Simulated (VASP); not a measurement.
Crystal: Ir.

```xyz
1
Lattice="0.0000 1.9408 1.9408 1.9408 0.0000 1.9408 1.9408 1.9408 0.0000" Properties=species:S:1:pos:R:3 pbc="T T T"
Ir    0.0000    0.0000    0.0000
```

Base run:

```yaml
Program: VASP 6.6.1
Functional: PBE
Potentials_or_basis: VASP PAW PBE potentials, release 64 (Ir)
Cutoff: 520 eV
k_mesh: 12 × 12 × 12
Occupations: fermi-dirac, width 0.05 eV
Spin: no spin polarisation
```

Its results: pressure -2.8 GPa.

Problem. The run is repeated on the same cell with these changes: functional from PBE to r2SCAN; further incar settings from ALGO = Normal; EDIFF = 1e-06; NBANDS = 10 to ALGO = Normal; EDIFF = 1e-07; NBANDS = 10. What comes out?

Solution. Pressure -8.4 GPa.

Caveats: the PAW data sets were made with another functional, which shifts forces and pressure a little (some runs).
